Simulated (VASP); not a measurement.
Crystal: HfO2.

```
Hf O
1.0
     3.55802    0.00000    0.00000
     0.00000    3.55802    0.00000
     0.00000    0.00000    5.17186
Hf O
2 4
Cartesian
  1.7790 1.7790 2.5859
  0.0000 0.0000 0.0000
  0.0000 1.7790 3.6059
  1.7790 0.0000 4.1519
  1.7790 0.0000 1.5660
  0.0000 1.7790 1.0199
```

Base run:

| Quantity | Value |
| --- | --- |
| Program | VASP 6.6.1 |
| Functional | r2SCAN |
| Potentials or basis | VASP PAW PBE potentials, release 64 (Hf_pv, O) |
| Cutoff | 520 eV |
| k mesh | 6 × 6 × 4 |
| Occupations | gaussian, width 0.01 eV |
| Spin | no spin polarisation |

Its results: band gap on the k mesh 5.29 eV, indirect (least direct gap 5.37 eV); pressure 0.4 GPa.

Question: After a change of settings the same cell gave: band gap on the k mesh 4.55 eV, indirect (least direct gap 4.63 eV); pressure -7.4 GPa. Which change was it?
A. functional from r2SCAN to LDA; potentials or basis from VASP PAW PBE potentials, release 64 (Hf_pv, O) to VASP PAW LDA potentials, release 64 (Hf_pv, O)
B. functional from r2SCAN to revPBE; further incar settings from ALGO = Normal; EDIFF = 1e-06; NBANDS = 31 to ALGO = Normal; EDIFF = 1e-07; NBANDS = 31
C. functional from r2SCAN to PBEsol; further incar settings from ALGO = Normal; EDIFF = 1e-06; NBANDS = 31 to ALGO = Normal; EDIFF = 1e-07; NBANDS = 31
D. functional from r2SCAN to PBE; further incar settings from ALGO = Normal; EDIFF = 1e-06; NBANDS = 31 to ALGO = Normal; EDIFF = 1e-07; NBANDS = 31

Answer: A.

Caveats: spin-orbit coupling is left out, which moves the levels of the heavy elements; the PAW data sets were made with another functional, which shifts forces and pressure a little (some runs).
